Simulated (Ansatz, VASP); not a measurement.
## One calculation of Ti, two programs

File POSCAR:

```
Ti
1.0
   -1.6574100000      1.6410000000      1.6410000000
    1.6574100000     -1.6410000000      1.6410000000
    1.6574100000      1.6410000000     -1.6410000000
Ti
1
Direct
    0.0000000000      0.0000000000      0.0000000000
```

The input INCAR.step1:

```
SYSTEM = Ti
PREC = Accurate ; ENCUT = 520
ISMEAR = 0 ; SIGMA = 0.15
LREAL = .False. ; LASPH = .True.
NELM = 100 ; NBANDS = 12
GGA = PE ; ALGO = Normal
EDIFF = 1E-4 ; LWAVE = .True.
LCHARG = .False.
```

INCAR.step2

```
SYSTEM = Ti
PREC = Accurate ; ENCUT = 520
EDIFF = 1E-6 ; ISMEAR = 0
SIGMA = 0.15 ; LREAL = .False.
LASPH = .True. ; NELM = 100
ALGO = Normal ; ISIF = 2
LWAVE = .False. ; LCHARG = .False.
METAGGA = R2SCAN ; LMIXTAU = .True.
NBANDS = 12 ; ISTART = 1
```

The input KPOINTS:

```
regular mesh
0
Gamma
  20 20 20
  0 0 0
```

Input for Ansatz:

```yaml
crystal:
  lattice:
    - [-1.65741, 1.641, 1.641]
    - [1.65741, -1.641, 1.641]
    - [1.65741, 1.641, -1.641]
  atoms:
    - { symbol: Ti, position: [0.0, 0.0, 0.0] }
basis:
  ecutwfc: 500
kpoints:
  mp_grid: { grid: [20, 20, 20] }
hamiltonian:
  xc: r2scan
scf:
  occupations: { method: gaussian, width: 0.15 }
output:
  forces: true
  stress: true
  eigenvalues: true
```

Change from the starting cell: strain +0.0100 x Voigt [1, 0, 0, 0, 0, 0], atoms carried along.

Alike in both runs: task single point; functional r2SCAN; k mesh 20 × 20 × 20; occupations gaussian, width 0.15 eV; no spin polarisation.

|  | VASP | Ansatz |
| --- | --- | --- |
| version | VASP 6.6.1 | Ansatz 0.2.0 |
| potentials or method | VASP PAW PBE potentials, release 64 (Ti_sv), cutoff 520 eV | scalar-relativistic, plane waves, PAW |
| valence electrons in the cell | 12 | 12 |

```csv
,VASP,Ansatz,Ansatz less VASP
gap on the k mesh at the Fermi level (eV),none,none,-
pressure (GPa),-3.6,-3.8,-0.25
"traceless stress, the component that is largest in VASP (GPa)",0.26,0.26,-0.003
```

VASP's potentials were made for PBE, not for r2SCAN. A gap of «none» marks a metal or a gap that the smearing closes.
